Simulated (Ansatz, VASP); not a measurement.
# SnTe: VASP beside Ansatz

```
Sn Te
1.0
     0.00000    3.15085    3.15085
     3.15085    0.00000    3.15085
     3.15085    3.15085    0.00000
Sn Te
1 1
Cartesian
  0.0000 0.0000 0.0000
  3.1509 3.1509 3.1509
```

Alike in both runs: task single point; functional BLYP; k mesh 6 × 6 × 6; no spin polarisation.

|  | VASP | Ansatz |
| --- | --- | --- |
| version | VASP 6.6.1 | Ansatz 0.2.0 |
| potentials or method | VASP PAW PBE potentials, release 64 (Sn_d, Te), cutoff 500 eV | plane waves, PAW |
| occupations | gaussian, width 0.01 eV | fixed |
| valence electrons in the cell | 20 | 30 |

Ansatz gave:

| Quantity | Value |
| --- | --- |
| gap on the k mesh at the Fermi level (eV) | 0.07 |

Task: Estimate VASP's values.

Result: gap on the k mesh at the Fermi level (eV): 0.06.

VASP's potentials were made for PBE, not for BLYP. VASP's potentials hold 20 valence electrons a cell and Ansatz's 30, so a difference there can come from the potentials and not from the codes.

Spin-orbit coupling is off throughout.
